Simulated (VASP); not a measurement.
Here is a VASP 6.6.1 calculation.

INCAR

```
PREC = Accurate ; ENCUT = 520
EDIFF = 1E-6 ; ISMEAR = 0
SIGMA = 0.1 ; LREAL = False
LASPH = True ; NELM = 150
ALGO = Normal ; ISIF = 2
LWAVE = False ; LCHARG = False
ISPIN = 2 ; MAGMOM = 2 0
LORBIT = 11 ; LMAXMIX = 4
GGA = PE ; NBANDS = 19
```

File KPOINTS:

```
Automatic mesh
0
Gamma
  8 8 8
```

File POSCAR:

```
NiO
1.0
    0.0000000000      2.0931687937      2.0931687937
    2.0931687937      0.0000000000      2.0931687937
    2.0931687937      2.0931687937      0.0000000000
Ni O
1 1
Direct
    0.0000000000      0.0000000000      0.0000000000
    0.5000000000      0.5000000000      0.5000000000
```

Potentials or basis: VASP PAW PBE potentials, release 64 (Ni, O).

The run is started by

```console
$ cat potpaw_PBE.64/Ni/POTCAR potpaw_PBE.64/O/POTCAR > POTCAR
$ mpirun -np 1 vasp_std > vasp.out
```

**Question.** Predict the site moments.

**Answer.** Ni +1.48; O +0.28 μB.

**Question.** Estimate the net moment.

**Answer.** 1.81 μB per cell.

**Question.** Predict the pressure.

**Answer.** 4.3 GPa.

Caveat: a cell with one magnetic atom can't hold antiferromagnetic order, which such compounds often take.
